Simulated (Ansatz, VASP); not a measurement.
**TiAl3: VASP beside Ansatz**

```xyz
4
Lattice="-1.9899 1.9899 4.0094 1.9899 -1.9899 4.0094 1.9899 1.9899 -4.0094" Properties=species:S:1:pos:R:3 pbc="T T T"
Ti    0.0000    0.0000    0.0000
Al    0.0000    0.0000    4.0094
Al   -0.1211    1.9899    2.0047
Al    2.1110    0.0000    2.0047
```

Change from the starting cell: mode 9 frozen in at -0.117 Å, strain +e along z and -e/2 along x and y -0.0700.

Alike in both runs: task single point; functional PBE; k mesh 14 × 14 × 14; occupations gaussian, width 0.15 eV; no spin polarisation.

|  | VASP | Ansatz |
| --- | --- | --- |
| version | VASP 6.6.1 | Ansatz 0.2.0 |
| potentials or method | VASP PAW PBE potentials, release 64 (Ti_sv, Al), cutoff 520 eV | scalar-relativistic, plane waves, PAW |
| valence electrons in the cell | 21 | 21 |

Ansatz gave:

| Property | Result |
| --- | --- |
| gap on the k mesh at the Fermi level (eV) | none |
| pressure (GPa) | 1.8 |
| traceless stress, the component that is largest in VASP (GPa) | 10.15 |
| rms of the force components (eV/Å) | 0.413 |

Task: What did VASP give for the same quantities?

Result: gap on the k mesh at the Fermi level (eV): none; pressure (GPa): 1.7; traceless stress, the component that is largest in VASP (GPa): 10.16; rms of the force components (eV/Å): 0.414.

Atom by atom the forces differ by 0.001 eV/Å (rms over components). A gap of «none» marks a metal or a gap that the smearing closes.
